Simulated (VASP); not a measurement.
Crystal: Pt.

```
Pt
1.0
     0.00000    1.96090    1.96090
     1.96090    0.00000    1.96090
     1.96090    1.96090    0.00000
Pt
1
Direct
  0.00000 0.00000 0.00000
```

| Property | Result |
| --- | --- |
| Program | VASP 6.6.1 |
| Task | relaxation of cell and atoms |
| Functional | r2SCAN |
| Potentials or basis | VASP PAW PBE potentials, release 64 (Pt) |
| Cutoff | 600 eV |
| k mesh | 10 × 10 × 10 |
| Occupations | fermi-dirac, width 0.05 eV |
| Spin | no spin polarisation |

At the start: pressure 5.0 GPa; volume 15.08 Å³/atom.

Problem. How do energy, volume and symmetry change on relaxing?

Solution. Over 3 steps the energy falls by 4.0 meV/atom and the volume is 15.35 Å³/atom (+1.8 %); space group Fm-3m (No. 225, to 0.05 Å).

The path:
| step | energy change (eV) | largest force (eV/Å) | pressure (GPa) | volume (Å³) |
| --- | --- | --- | --- | --- |
| 1 | 0.0000 | 0.0000 | 4.95 | 15.08 |
| 2 | 0.0261 | 0.0000 | -11.66 | 16.12 |
| 3 | -0.0040 | 0.0000 | -0.07 | 15.35 |

Final structure:
```yaml
crystal:
  lattice:
    - [0.00000, 1.97243, 1.97243]
    - [1.97243, 0.00000, 1.97243]
    - [1.97243, 1.97243, 0.00000]
  atoms:
    - { symbol: Pt, position: [0.00000, 0.00000, 0.00000] }
```

Caveat: the PAW data sets were made with another functional, which shifts forces and pressure a little.
